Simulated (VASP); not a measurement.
Runs of VASP 6.6.1 on BN. The structure is that of space group P6_3/mmc (No. 194), or close to it. The cells are those of the table. 

```csv
level,cell,k mesh,gap on the mesh (eV),pressure (GPa)
r2SCAN,"a = 2.526, b = 2.526, c = 6.961 Å, angles 90.0, 90.0, 120.0°, 4 atoms",9 × 9 × 4,5.02,-6.4
r2SCAN,"a = 2.476, b = 2.476, c = 6.823 Å, angles 90.0, 90.0, 120.0°, 4 atoms",9 × 9 × 4,5.11,(a)
PBE,"a = 2.461, b = 2.461, c = 8.157 Å, angles 90.0, 90.0, 120.0°, 4 atoms",9 × 9 × 4,4.39,13.1
PBE,"a = 2.512, b = 2.512, c = 8.327 Å, angles 90.0, 90.0, 120.0°, 4 atoms",9 × 9 × 4,4.40,(b)
PBE,"a = 2.561, b = 2.561, c = 8.491 Å, angles 90.0, 90.0, 120.0°, 4 atoms",9 × 9 × 4,4.39,-9.9
PBE,"a = 2.487, b = 2.487, c = 8.243 Å, angles 90.0, 90.0, 120.0°, 4 atoms",9 × 9 × 4,4.40,6.1
r2SCAN,"a = 2.550, b = 2.550, c = 7.028 Å, angles 90.0, 90.0, 120.0°, 4 atoms",9 × 9 × 4,4.97,-12.3
r2SCAN,"a = 2.450, b = 2.450, c = 6.752 Å, angles 90.0, 90.0, 120.0°, 4 atoms",9 × 9 × 4,5.16,17.0
PBE,"a = 2.501, b = 2.501, c = 6.893 Å, angles 90.0, 90.0, 120.0°, 4 atoms",12 × 12 × 4,4.34,(c)
r2SCAN,"a = 2.501, b = 2.501, c = 6.893 Å, angles 90.0, 90.0, 120.0°, 4 atoms",12 × 12 × 4,4.93,0.4
PBE,"a = 2.537, b = 2.537, c = 8.410 Å, angles 90.0, 90.0, 120.0°, 4 atoms",9 × 9 × 4,4.40,-5.2
r2SCAN,"a = 2.501, b = 2.501, c = 6.893 Å, angles 90.0, 90.0, 120.0°, 4 atoms",9 × 9 × 4,5.06,0.4
```

Alike in all rows: task single point; potentials or basis VASP PAW PBE potentials, release 64 (B, N); no spin polarisation; cutoff (eV) 520; smearing gaussian 0.01 eV.

**Question.** Fill in the values left out.

**Answer.** (a) 8.1; (b) 0.1; (c) 3.9.

Caveats: the PAW data sets were made with another functional, which shifts forces and pressure a little (some runs); this functional lacks dispersion, which binds the layers, so the pressure and a relaxed spacing across them are unreliable (some runs).

A k mesh can miss the band edges.
